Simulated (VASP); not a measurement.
# K2S (Fm-3m) in VASP: a series of runs, part 2 of 2

VASP 6.6.1. Earlier steps stand in the parts before.

## Step 4: Single point, PBEsol

The input, INCAR:

```
  ALGO = Normal
  EDIFF = 1E-6
  ENCUT = 500
  GGA = PS
  GGA_COMPAT = False
  ISIF = 2
  ISMEAR = 0
  LASPH = True
  LCHARG = False
  LREAL = False
  LWAVE = False
  NBANDS = 19
  NELM = 120
  PREC = Accurate
  SIGMA = 0.01
```

The input, KPOINTS:

```
k-points
0
Gamma
  4 4 4
```

The input, POSCAR:

```
K2S
1.0
    0.0000000000      3.7027186978      3.7027186978
    3.7027186978      0.0000000000      3.7027186978
    3.7027186978      3.7027186978      0.0000000000
K S
2 1
Direct
    0.2500000000      0.2500000000      0.2500000000
    0.7500000000      0.7500000000      0.7500000000
    0.0000000000      0.0000000000      0.0000000000
```

Potentials or basis: VASP PAW PBE potentials, release 64 (K_sv, S).

Launch:

```console
> cat potpaw_PBE.64/K_sv/POTCAR potpaw_PBE.64/S/POTCAR > POTCAR
> mpirun -np 1 vasp_std > vasp.out
```

OUTCAR:

```text
EDIFF = 1E-6
   ENCUT = 500
   GGA = PS
   ISIF = 2
   ISMEAR = 0
   LASPH = True
   LREAL = False
   NELM = 120
   PREC = Accurate

 ion  position               nearest neighbor table
   1  0.250  0.250  0.250-   3 3.21   3 3.21   3 3.21   3 3.21   2 3.70   2 3.70   2 3.70   2 3.70
                             2 3.70   2 3.70
   2  0.750  0.750  0.750-   3 3.21   3 3.21   3 3.21   3 3.21   1 3.70   1 3.70   1 3.70   1 3.70
                             1 3.70   1 3.70
   3  0.000  0.000  0.000-   2 3.21   2 3.21   2 3.21   1 3.21   2 3.21   1 3.21   1 3.21   1 3.21

  LATTYP: Found a face centered cubic cell.
 ALAT       =     7.4054373956

  Lattice vectors:

 A1 = (   0.0000000000,   3.7027186978,   3.7027186978)
 A2 = (   3.7027186978,   0.0000000000,   3.7027186978)
 A3 = (   3.7027186978,   3.7027186978,   0.0000000000)

Analysis of symmetry for initial positions (statically):
=====================================================================
 Subroutine PRICEL returns:
 Original cell was already a primitive cell.

 Routine SETGRP: Setting up the symmetry group for a
 face centered cubic supercell.

 Subroutine GETGRP returns: Found 48 space group operations
 (whereof 48 operations were pure point group operations)
 out of a pool of 48 trial point group operations.

The static configuration has the point symmetry O_h .

Analysis of symmetry for dynamics (positions and initial velocities):
=====================================================================
 Subroutine PRICEL returns:
 Original cell was already a primitive cell.

 Routine SETGRP: Setting up the symmetry group for a
 face centered cubic supercell.

 Subroutine GETGRP returns: Found 48 space group operations
 (whereof 48 operations were pure point group operations)
 out of a pool of 48 trial point group operations.

[... 101 lines left out ...]
   EFERMI_NEDOS =   21; number of points for ismear=-14 and -15
   IALGO  =     38    algorithm
   IMIX   =      4    mixing-type and parameters
     AMIX     =   0.40;   BMIX     =  1.00
     AMIX_MAG =   1.60;   BMIX_MAG =  1.00
  volume/ion in A,a.u.               =      33.84       228.38
  Fermi-wavevector in a.u.,A,eV,Ry     =   1.012235  1.912846 13.940787  1.024619
  Thomas-Fermi vector in A             =   2.145332
   LORBIT       =      0    0 simple, 1 ext, 2 COOP (PROOUT), +10 PAW based schemes
   GGA     = PS    functional components
   LHFCALC =     F    Hartree Fock is set to
   AEXX    =    0.0000 exact exchange contribution
   IVDW    =     0    specifies the selected vdW correction
   LEPSILON=     F    determine dielectric tensor
   LRPA    =     F    only Hartree local field effects (RPA)
 non-spin polarized calculation
 Gauss-broadening in eV      SIGMA  =   0.01
  energy-cutoff  :      500.00
  volume of cell :      101.53
 maximum number of plane-waves:      2637
 NGX is ok and might be reduce to    40
   NGX = 19   NGY = 19   NGZ = 19

 number of electron      23.9999996 magnetization

 Free energy of the ion-electron system (eV)
  ---------------------------------------------------
  ext. energy  EPLUGINS =         0.00000000
  ---------------------------------------------------
  free energy    TOTEN  =        -9.85990884 eV

  energy without entropy =       -9.85990884  energy(sigma->0) =       -9.85990884

 E-fermi :  -0.3582     XC(G=0):  -7.5005

 val. band max:       -0.4494614101   @ k =   0.5000   0.5000   0.0000
 cond. band min:       1.8282621336   @ k =   0.0000   0.0000   0.0000
 fundamental gap:      2.2777235436
 Fermi energy:        -0.3582206746

 k-point     1 :       0.0000    0.0000    0.0000
  band No.  band energies     occupation
      1     -29.4814      2.00000
      2     -29.3967      2.00000
      3     -13.1438      2.00000
      4     -13.1438      2.00000
      5     -13.1438      2.00000
      6     -12.9002      2.00000
[... 153 lines left out ...]
      6     -13.0385      2.00000
[... 11 lines left out ...]
     18       6.8046      0.00000
     19       7.3176      0.00000

------------------------ aborting loop because EDIFF is reached ----------------------------------------

  FORCE on cell =-STRESS in cart. coord.  units (eV):
  Direction    XX          YY          ZZ          XY          YZ          ZX
  --------------------------------------------------------------------------------------
  -------------------------------------------------------------------------------------
  Total       -0.3101561     -0.3101561     -0.3101561      0.0000000      0.0000000      0.0000000
  in kB       -4.8943928     -4.8943928     -4.8943928      0.0000000      0.0000000      0.0000000
  external PRESSURE =      -4.8943928 kB  Pullay stress =       0.0000000 kB

 VOLUME and BASIS-vectors are now :
 -----------------------------------------------------------------------------
  energy-cutoff  :      500.00
  volume of cell :      101.53
      direct lattice vectors                 reciprocal lattice vectors
     0.000000000  3.702718698  3.702718698    -0.135035913  0.135035913  0.135035913
     3.702718698  0.000000000  3.702718698     0.135035913 -0.135035913  0.135035913
     3.702718698  3.702718698  0.000000000     0.135035913  0.135035913 -0.135035913

 POSITION                                       TOTAL-FORCE (eV/Angst)
 -----------------------------------------------------------------------------------
      1.85136      1.85136      1.85136         0.000000      0.000000      0.000000
      5.55408      5.55408      5.55408        -0.000000     -0.000000     -0.000000
      0.00000      0.00000      0.00000        -0.000000     -0.000000     -0.000000
 -----------------------------------------------------------------------------------
    total drift:                               -0.000000     -0.000000      0.000000

  FREE ENERGIE OF THE ION-ELECTRON SYSTEM (eV)
  ---------------------------------------------------
  free  energy   TOTEN  =        -9.8599088404 eV

  energy  without entropy=       -9.8599088404  energy(sigma->0) =       -9.85990884
```

OSZICAR:

```text
N       E                     dE             d eps       ncg     rms          rms(c)
DAV:   1     0.156862708443E+03    0.15686E+03   -0.10669E+04   304   0.105E+03
DAV:   2     0.172416263301E+01   -0.15514E+03   -0.15151E+03   342   0.297E+02
DAV:   3    -0.108933430306E+02   -0.12618E+02   -0.12570E+02   541   0.690E+01
DAV:   4    -0.111903228273E+02   -0.29698E+00   -0.29682E+00   437   0.991E+00
DAV:   5    -0.111998623315E+02   -0.95395E-02   -0.95390E-02   485   0.124E+00    0.512E+00
DAV:   6    -0.993572981220E+01    0.12641E+01   -0.35003E+00   393   0.729E+00    0.472E+00
DAV:   7    -0.985423408514E+01    0.81496E-01   -0.83545E-01   397   0.303E+00    0.337E+00
DAV:   8    -0.987351362963E+01   -0.19280E-01   -0.26524E-01   348   0.203E+00    0.119E+00
DAV:   9    -0.985580448592E+01    0.17709E-01   -0.88819E-02   373   0.874E-01    0.540E-01
DAV:  10    -0.986164895970E+01   -0.58445E-02   -0.12701E-02   334   0.432E-01    0.239E-01
DAV:  11    -0.985973430638E+01    0.19147E-02   -0.85429E-03   370   0.279E-01    0.130E-01
DAV:  12    -0.985981866514E+01   -0.84359E-04   -0.17345E-03   353   0.124E-01    0.129E-01
DAV:  13    -0.985990747962E+01   -0.88814E-04   -0.47887E-04   334   0.727E-02    0.298E-02
DAV:  14    -0.985990801696E+01   -0.53734E-06   -0.28629E-05   309   0.199E-02    0.821E-03
DAV:  15    -0.985990884043E+01   -0.82347E-06   -0.27145E-06   354   0.638E-03
   1 F= -.98599088E+01 E0= -.98599088E+01  d E =-.370593E-39
```

It took 14 s on 1 thread of Intel Xeon 6975P-C (Granite Rapids), shared host; peak memory 0.23 GiB.

What came out:

```
Free energy            : -9.8599 eV
Pressure               : -0.5 GPa
Band gap on the k mesh : 2.28 eV (least direct gap 2.48 eV)
```

Levels at points of the mesh, in eV from the valence-band top:
```csv
k point,band 9,band 10,band 11,band 12,band 13,band 14,band 15,band 16
"(0.00, 0.00, 0.00)",-9.59,-0.20,-0.20,-0.20,2.28,5.41,5.41,7.45
"(0.50, 0.00, 0.00)",-9.38,-0.64,-0.07,-0.07,4.63,4.94,5.76,5.76
"(0.50, 0.50, 0.00)",-9.33,-0.76,0.00,0.00,3.42,5.22,6.55,6.57
```

Caveat: the PAW data sets were made with another functional, which shifts forces and pressure a little.

## Step 5: Summary

```csv
level,potentials or basis,k mesh,cutoff (eV),grid for exact exchange (PRECFOCK),share of exact exchange,screening parameter,gap on the mesh (eV),pressure (GPa)
PBE-based screened hybrid with 35 % exact exchange,"VASP PAW PBE potentials, release 64 (K_sv, S)",4 × 4 × 4,400,Normal,0.35,0.2078 1/Å,3.69,0.1
LDA,"VASP PAW LDA potentials, release 64 (K_sv, S)",2 × 2 × 2,500,-,-,-,2.05,-1.6
PBEsol,"VASP PAW PBE potentials, release 64 (K_sv, S)",4 × 4 × 4,500,-,-,-,2.28,-0.5
```

Alike in all rows: task single point; no spin polarisation; cell as given; smearing gaussian 0.01 eV.

Caveats: some runs use coarse meshes; the PAW data sets were made with another functional, which shifts forces and pressure a little (at least some runs).

Absolute energies hang on the potentials; compare differences alone.
